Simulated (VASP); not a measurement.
# Al4Cu (Immm) in VASP: a series of runs

Runs on Al4Cu. Level: PBE. Tasks: relaxation of cell and atoms, single point.

All numbers are computed with VASP 6.6.1; they aren't measurements. Logs are shortened: lines on timing, memory, paths and dates and some standing lists are left out, and cuts for length are marked.

## (1) The cell of the first run

It takes space group Immm (No. 71, orthorhombic). The conventional cell has a = 3.446 Å, b = 5.723 Å, c = 6.603 Å, α = 90.00°, β = 90.00°, γ = 90.00°. Within 2.8 Å of Al (site symmetry m) lie 4 Al at 2.08 to 2.24 Å and 3 Cu at 2.52 to 2.66 Å. Cu (site symmetry mmm) has 12 Al at 2.52 to 2.66 Å within 3.3 Å.

The cell was built from a structure type or drawn by symmetry, and may not be a known phase.

## (2) Relaxation of cell and atoms, PBE

File INCAR:

```
SYSTEM = Al4Cu
PREC = Accurate
ENCUT = 600
EDIFF = 1E-6
ISMEAR = 0
SIGMA = 0.1
LREAL = .FALSE.
LASPH = .TRUE.
NELM = 60
ALGO = Normal
ISIF = 3
LWAVE = .FALSE.
LCHARG = .FALSE.
GGA = PE
IBRION = 2
NSW = 90
EDIFFG = -0.04
```

File KPOINTS:

```
Automatic mesh
0
G
  6 6 6
  0 0 0
```

File POSCAR:

```
Al4Cu
1.0
   -1.7231857400      2.8617086800      3.3014983200
    1.7231857400     -2.8617086800      3.3014983200
    1.7231857400      2.8617086800     -3.3014983200
Al Cu
4 1
Direct
    0.5380028500      0.3421335800      0.1958692700
    0.1462643100      0.3421335800      0.8041307300
    0.8537356900      0.6578664200      0.1958692700
    0.4619971500      0.6578664200      0.8041307300
    0.0000000000      0.0000000000      0.0000000000
```

Potentials or basis: VASP PAW PBE potentials, release 64 (Al, Cu).

Launch:

```console
$ cat potpaw_PBE.64/Al/POTCAR potpaw_PBE.64/Cu/POTCAR > POTCAR
$ mpirun -np 1 vasp_std > vasp.out
```

OUTCAR:

```text
SYSTEM = Al4Cu
   PREC = Accurate
   ENCUT = 600
   EDIFF = 1E-6
   ISMEAR = 0
   LREAL = .FALSE.
   LASPH = .TRUE.
   NELM = 60
   ISIF = 3
   GGA = PE
   IBRION = 2
   NSW = 90
   EDIFFG = -0.04

 ion  position               nearest neighbor table
   1  0.538  0.342  0.196-   3 2.08   4 2.20   4 2.20   2 2.24   5 2.52   5 2.66   5 2.66   4 3.06

   2  0.146  0.342  0.804-   4 2.08   3 2.20   3 2.20   1 2.24   5 2.52   5 2.66   5 2.66   3 3.06

   3  0.854  0.658  0.196-   1 2.08   2 2.20   2 2.20   4 2.24   5 2.52   5 2.66   5 2.66   2 3.06

   4  0.462  0.658  0.804-   2 2.08   1 2.20   1 2.20   3 2.24   5 2.52   5 2.66   5 2.66   1 3.06

   5  0.000  0.000  0.000-   1 2.52   4 2.52   3 2.52   2 2.52   3 2.66   2 2.66   2 2.66   3 2.66
                             1 2.66   4 2.66   1 2.66   4 2.66

  LATTYP: Found a body centered orthorhombic cell.
 ALAT       =     3.4463714800
 B/A-ratio  =     1.6607081950
 C/A-ratio  =     1.9159271362

  Lattice vectors:

 A1 = (  -1.7231857400,   2.8617086800,   3.3014983200)
 A2 = (   1.7231857400,  -2.8617086800,   3.3014983200)
 A3 = (   1.7231857400,   2.8617086800,  -3.3014983200)

Analysis of symmetry for initial positions (statically):
=====================================================================
 Subroutine PRICEL returns:
 Original cell was already a primitive cell.

 Routine SETGRP: Setting up the symmetry group for a
 body centered orthorhombic supercell.

 Subroutine GETGRP returns: Found  8 space group operations
 (whereof  8 operations were pure point group operations)
 out of a pool of  8 trial point group operations.

The static configuration has the point symmetry D_2h.

Analysis of symmetry for dynamics (positions and initial velocities):
=====================================================================
 Subroutine PRICEL returns:
 Original cell was already a primitive cell.

 Routine SETGRP: Setting up the symmetry group for a
 body centered orthorhombic supercell.

 Subroutine GETGRP returns: Found  8 space group operations
 (whereof  8 operations were pure point group operations)
 out of a pool of  8 trial point group operations.

The dynamic configuration has the point symmetry D_2h.

 Subroutine INISYM returns: Found  8 space group operations
 (whereof  8 operations are pure point group operations),
 and found     1 'primitive' translations

----------------------------------------------------------------------------------------

                                     Primitive cell

  volume of cell :      65.1221

  direct lattice vectors                    reciprocal lattice vectors
    -1.723185740  2.861708680  3.301498320     0.000000000  0.174720790  0.151446389
     1.723185740 -2.861708680  3.301498320     0.290160247  0.000000000  0.151446389
     1.723185740  2.861708680 -3.301498320     0.290160247  0.174720790  0.000000000

  length of vectors
     4.696662306  4.696662306  4.696662306     0.231221459  0.327305634  0.338703887

  position of ions in fractional coordinates (direct lattice)
     0.538002850  0.342133580  0.195869270
     0.146264310  0.342133580  0.804130730
     0.853735690  0.657866420  0.195869270
     0.461997150  0.657866420  0.804130730
     0.000000000  0.000000000  0.000000000

  ion indices of the primitive-cell ions
   primitive index   ion index
                 1           1
                 2           2
                 3           3
                 4           4
                 5           5

----------------------------------------------------------------------------------------

 KPOINTS: Automatic mesh

Automatic generation of k-mesh.
 Grid dimensions read from file:
 generate k-points for:    6    6    6

 Generating k-lattice:

  Cartesian coordinates                     Fractional coordinates (reciprocal lattice)
     0.000000000  0.029120132  0.025241065     0.166666667 -0.000000000  0.000000000
     0.048360041  0.000000000  0.025241065     0.000000000  0.166666667 -0.000000000
     0.048360041  0.029120132  0.000000000     0.000000000 -0.000000000  0.166666667

  Length of vectors
     0.038536910  0.054550939  0.056450648

  Shift w.r.t. Gamma in fractional coordinates (k-lattice)
     0.000000000  0.000000000  0.000000000

 Subroutine IBZKPT returns following result:
 ===========================================

 Found     46 irreducible k-points:

 Following reciprocal coordinates:
            Coordinates               Weight
  0.000000  0.000000  0.000000      1.000000
  0.166667  0.000000  0.000000      4.000000
  0.333333 -0.000000  0.000000      4.000000
  0.500000  0.000000 -0.000000      2.000000
  0.000000  0.166667 -0.000000      4.000000
  0.166667  0.166667  0.000000      8.000000
[... 16 lines left out ...]
 -0.166667  0.166667  0.166667      2.000000
  0.166667  0.333333  0.166667      4.000000
 [... further k-points ...]
   k-points           NKPTS =     46   k-points in BZ     NKDIM =     46   number of bands    NBANDS=     15
   number of dos      NEDOS =    301   number of ions     NIONS =      5
   total plane-waves  NPLWV =  64000
   dimension x,y,z NGX =    40 NGY =   40 NGZ =   40
   dimension x,y,z NGXF=    80 NGYF=   80 NGZF=   80
   ions per type =               4   1
   NGX,Y,Z   is equivalent  to a cutoff of  14.16, 14.16, 14.16 a.u.
   NGXF,Y,Z  is equivalent  to a cutoff of  28.32, 28.32, 28.32 a.u.
 SYSTEM =  Al4Cu
   PREC   = accura    normal or accurate (medium, high low for compatibility)
   ISTART =      0    job   : 0-new  1-cont  2-samecut
   ICHARG =      2    charge: 1-file 2-atom 10-const
   ISPIN  =      1    spin polarized calculation?
   LNONCOLLINEAR =      F non collinear calculations
   LSORBIT =      F    spin-orbit coupling
   LASPH  =      T    aspherical Exc in radial PAW
   ENCUT  =  600.0 eV  44.10 Ry    6.64 a.u.   9.38  9.38  9.38*2*pi/ulx,y,z
   NELM   =     60;   NELMIN=  2; NELMDL= -5     # of ELM steps
   EDIFF  = 0.1E-05   stopping-criterion for ELM
   LREAL  =      F    real-space projection
   EDIFFG = -.4E-01   stopping-criterion for IOM
   NSW    =     90    number of steps for IOM
   IBRION =      2    ionic relax: 0-MD 1-quasi-New 2-CG
   NFREE  =      1    steps in history (QN), initial steepest desc. (CG)
   ISIF   =      3    stress and relaxation
   ISYM   =      2    0-nonsym 1-usesym 2-fastsym
   POTIM  = 0.5000    time-step for ionic-motion
   TEBEG  =    0.0;   TEEND  =   0.0 temperature during run
   PSTRESS=    0.0 pullay stress
   NELECT =      23.0000    total number of electrons
   NUPDOWN=      -1.0000    fix difference up-down
   EMIN   =  10.00;   EMAX   =-10.00  energy-range for DOS
   EFERMI =   0.00;   METHOD = LEGACY
   ISMEAR =     0;   SIGMA  =   0.10  broadening in eV -4-tet -1-fermi 0-gaus
   EFERMI_NEDOS =   21; number of points for ismear=-14 and -15
   IALGO  =     38    algorithm
   IMIX   =      4    mixing-type and parameters
     AMIX     =   0.40;   BMIX     =  1.00
     AMIX_MAG =   1.60;   BMIX_MAG =  1.00
  volume/ion in A,a.u.               =      13.02        87.89
  Fermi-wavevector in a.u.,A,eV,Ry     =   1.157199  2.186788 18.219680  1.339109
  Thomas-Fermi vector in A             =   2.293812
   LORBIT       =      0    0 simple, 1 ext, 2 COOP (PROOUT), +10 PAW based schemes
   GGA     = PE    functional components
   LHFCALC =     F    Hartree Fock is set to
   AEXX    =    0.0000 exact exchange contribution
   IVDW    =     0    specifies the selected vdW correction
   LEPSILON=     F    determine dielectric tensor
   LRPA    =     F    only Hartree local field effects (RPA)
 conjugate gradient relaxation of ions
 non-spin polarized calculation
 Gauss-broadening in eV      SIGMA  =   0.10
  energy-cutoff  :      600.00
  volume of cell :       65.12
 maximum number of plane-waves:      2197
 NGX is ok and might be reduce to    40
   NGX = 19   NGY = 19   NGZ = 19

--------------------------------------- Ionic step        1  -------------------------------------------

 number of electron      23.0000002 magnetization

 Free energy of the ion-electron system (eV)
  ---------------------------------------------------
  ext. energy  EPLUGINS =         0.00000000
  ---------------------------------------------------
  free energy    TOTEN  =       -10.76493348 eV

  energy without entropy =      -10.75769434  energy(sigma->0) =      -10.76131391

------------------------ aborting loop because EDIFF is reached ----------------------------------------

  FORCE on cell =-STRESS in cart. coord.  units (eV):
  Direction    XX          YY          ZZ          XY          YZ          ZX
  --------------------------------------------------------------------------------------
  -------------------------------------------------------------------------------------
  Total       23.6144287     17.4139349     37.7659496     -0.0000000      0.0000000      0.0000000
  in kB      580.9776703    428.4290537    929.1426748     -0.0000000      0.0000000      0.0000000
  external PRESSURE =     646.1831329 kB  Pullay stress =       0.0000000 kB
[... 968 lines left out ...]
      1       0.8645      2.00000
      2       1.1427      2.00000
      3       1.4015      2.00000
      4       1.6377      2.00000
      5       2.2021      2.00000
      6       2.5728      2.00000
      7       3.0917      2.00000
      8       3.1689      2.00000
      9       3.6030      2.00000
     10       4.2845      2.00000
     11       4.7171      2.00000
     12       5.5206      2.00000
     13       6.2258      0.99585
     14       8.7662      0.00000
     15       8.9040      0.00000

 [... further k-points ...]

[... ionic steps 4 to 36 ...]

--------------------------------------- Ionic step       37  -------------------------------------------

 number of electron      22.9999999 magnetization

------------------------ aborting loop because EDIFF is reached ----------------------------------------

  FORCE on cell =-STRESS in cart. coord.  units (eV):
  Direction    XX          YY          ZZ          XY          YZ          ZX
  --------------------------------------------------------------------------------------
  -------------------------------------------------------------------------------------
  Total        0.2764054     -0.0074271     -0.1608891      0.0000000      0.0000000      0.0000000
  in kB        5.1983886     -0.1396824     -3.0258602      0.0000000      0.0000000      0.0000000
  external PRESSURE =       0.6776153 kB  Pullay stress =       0.0000000 kB
[... 63 lines left out ...]
  energy  without entropy=      -18.5061783181  energy(sigma->0) =      -18.50915310

--------------------------------------- Ionic step       39  -------------------------------------------

 number of electron      22.9999996 magnetization

 Free energy of the ion-electron system (eV)
  ---------------------------------------------------
  ext. energy  EPLUGINS =         0.00000000
  ---------------------------------------------------
  free energy    TOTEN  =       -18.51214219 eV

  energy without entropy =      -18.50603768  energy(sigma->0) =      -18.50908994

 E-fermi :   6.8971     XC(G=0): -10.1466

 val. band max:        6.8594652330   @ k =   0.5000  -0.1667   0.1667
 cond. band min:       6.8975918044   @ k =   0.3333  -0.1667   0.1667
 fundamental gap:      0.0381265713
 Fermi energy:         6.8971104176

 k-point     1 :       0.0000    0.0000    0.0000
  band No.  band energies     occupation
      1      -3.3973      2.00000
      2       0.7808      2.00000
      3       1.2996      2.00000
      4       1.3648      2.00000
      5       1.8912      2.00000
      6       2.1468      2.00000
      7       3.1112      2.00000
      8       3.2324      2.00000
      9       3.2668      2.00000
     10       3.3556      2.00000
     11       3.3775      2.00000
     12       4.1078      2.00000
[... 449 lines left out ...]
  FREE ENERGIE OF THE ION-ELECTRON SYSTEM (eV)
  ---------------------------------------------------
  free  energy   TOTEN  =       -18.5121421898 eV

  energy  without entropy=      -18.5060376807  energy(sigma->0) =      -18.50908994

 reached required accuracy - stopping structural energy minimisation
```

Wall time 43 min (1 thread of AMD EPYC 7R43 (Zen 3), shared host); peak memory 0.24 GiB.

What came out:

| Item | Value |
| --- | --- |
| Free energy | -18.5121 eV |
| Relaxed volume | 17.03 Å³/atom |
| Relaxed cell | a = 6.131 Å, b = 6.131 Å, c = 6.131 Å, α = 154.17°, β = 121.24°, γ = 65.25° |
| Space group after relaxing (to 0.1 Å) | Immm (No. 71) |
| Energy gained by relaxing | 1549.4 meV/atom |
| Ionic steps | 39 |
| Pressure after relaxing | 0.1 GPa |
| Largest force after relaxing | 0.040 eV/Å |
| Band gap on the k mesh | zero (an odd number of electrons rules out a gap without spin polarisation) |

Forces on the atoms (eV/Å):
```
Al   0.000  0.029  0.028
Al   0.000 -0.029  0.028
Al   0.000  0.029 -0.028
Al   0.000 -0.029 -0.028
Cu   0.000  0.000  0.000
```

Step by step:
```
step  energy change (eV)  largest force (eV/Å)  pressure (GPa)  volume (Å³)
   1              0.0000                1.8217           64.62        65.12
   2             -4.6643                0.6485           -7.38       127.43
   3             -5.4520                1.1621            1.11        99.35
   4             -5.4577                1.1397            0.48       101.17
   5             -5.6738                0.6838           -1.41       102.90
   6             -5.7044                0.7348           -2.00       103.81
   7             -5.8852                0.8004           -1.18       100.89
   8             -6.1949                1.2024            2.52        92.08
   9             -6.2940                0.8630            2.40        91.64
  10             -6.3365                0.5769            2.84        90.91
  11             -6.3397                0.5881            2.71        91.07
  12             -6.3881                0.3742            1.53        92.38
  13             -6.4252                0.0718           -0.29        94.72
  14             -6.4260                0.0545           -0.60        95.12
  15             -6.4324                0.0447           -0.37        94.74
  16             -6.4429                0.1502            0.28        93.81
  17             -6.4452                0.4268            1.50        91.94
  18             -6.4472                0.3036            0.88        92.78
  19             -6.4526                0.3198            0.87        92.74
  20             -6.4689                0.3536            0.89        92.63
  21             -6.5023                0.4138            0.85        92.36
  22             -6.6097                0.4706            0.98        91.62
  23             -6.8495                0.4632            1.40        89.36
  24             -7.0854                1.2392            6.65        81.76
  25             -7.2003                0.5615            2.04        87.06
  26             -7.3535                0.8614            3.23        84.62
  27             -7.3566                0.7981            2.79        85.09
  28             -7.5266                0.4679           -0.05        87.25
  29             -7.5926                0.2207           -2.71        89.68
  30             -7.6406                0.2157           -0.94        87.35
  31             -7.6595                0.2585            1.08        84.98
  32             -7.6827                0.2100            0.76        84.97
  33             -7.7233                0.1842            0.39        84.86
  34             -7.7244                0.1842            0.47        84.77
  35             -7.7350                0.0957           -0.18        85.35
  36             -7.7353                0.1059           -0.03        85.26
  37             -7.7462                0.0605            0.07        85.19
  38             -7.7472                0.0421            0.08        85.16
  39             -7.7472                0.0398            0.10        85.16
```

Final structure:
```
Al Cu
1.0
    -1.37059    3.00802    5.16376
     1.37059   -3.00802    5.16376
     1.37059    3.00802   -5.16376
Al Cu
4 1
Direct
  0.58513 0.36428 0.22085
  0.14343 0.36428 0.77915
  0.85657 0.63572 0.22085
  0.41487 0.63572 0.77915
  0.00000 0.00000 0.00000
```

Levels at points of the mesh, in eV from the Fermi level:
```csv
k point,band 10,band 11,band 12,band 13,band 14,band 15
"(0.00, 0.00, 0.00)",-3.54,-3.52,-2.79,4.98,5.07,5.19
"(0.50, 0.00, 0.00)",-1.41,-0.93,-0.92,0.73,2.36,2.45
"(0.00, 0.50, 0.00)",-1.30,-1.04,-0.89,0.62,1.23,1.58
"(0.50, 0.50, 0.00)",-2.34,-1.94,0.48,1.15,1.29,1.94
"(0.50, 0.50, 0.50)",-2.03,-0.88,-0.04,1.32,1.33,2.91
```

Caveat: the volume moved by over 15 % at a fixed basis, so the end points are rough.

## (3) Single point, PBE

This run uses another cell than the first one, of 17.17 Å³/atom.

File INCAR:

```
SYSTEM = Al4Cu
PREC = Accurate
ENCUT = 520
EDIFF = 1E-6
ISMEAR = 0
SIGMA = 0.1
LREAL = .FALSE.
LASPH = .TRUE.
NELM = 80
ALGO = Fast
ISIF = 2
LWAVE = .FALSE.
LCHARG = .FALSE.
GGA = PE
NBANDS = 20
```

File KPOINTS:

```
regular mesh
0
G
  16 16 16
  0 0 0
```

File POSCAR:

```
Al4Cu
1.0
   -1.3679474219      2.9779869862      5.2698189816
    1.3679474219     -2.9779869862      5.2698189816
    1.3679474219      2.9779869862     -5.2698189816
Al Cu
4 1
Direct
    0.5881437322      0.3642764548      0.2238672774
    0.1404091774      0.3642764548      0.7761327226
    0.8595908226      0.6357235452      0.2238672774
    0.4118562678      0.6357235452      0.7761327226
    0.0000000000      0.0000000000      0.0000000000
```

Potentials or basis: VASP PAW PBE potentials, release 64 (Al, Cu).

Launch:

```console
$ cat potpaw_PBE.64/Al/POTCAR potpaw_PBE.64/Cu/POTCAR > POTCAR
$ mpirun -np 1 vasp_std > vasp.out
```

Wall time 19 min (1 thread of Intel Xeon 6975P-C (Granite Rapids), shared host); peak memory 1.1 GiB.

The run converged. Its results:

- Free energy: -18.5656 eV
- Pressure: 0.6 GPa
- Largest force: 0.013 eV/Å
- Band gap on the k mesh: zero (an odd number of electrons rules out a gap without spin polarisation)

Forces in eV/Å, atoms in the order of the input:
```
Al   0.000 -0.010 -0.008
Al   0.000  0.010 -0.008
Al   0.000 -0.010  0.008
Al   0.000  0.010  0.008
Cu   0.000  0.000  0.000
```

Levels at points of the mesh, in eV from the Fermi level:
```
           k point  band 10  band 11  band 12  band 13  band 14  band 15
(0.00, 0.00, 0.00)    -3.52    -3.52    -2.70     4.82     4.83     5.54
(0.50, 0.00, 0.00)    -1.43    -0.92    -0.84     0.82     2.46     2.55
(0.00, 0.50, 0.00)    -1.31    -0.90    -0.72     0.72     1.39     1.69
(0.50, 0.50, 0.00)    -2.27    -1.86     0.36     1.16     1.34     1.77
(0.50, 0.50, 0.50)    -1.95    -1.03    -0.13     1.02     1.37     2.55
```
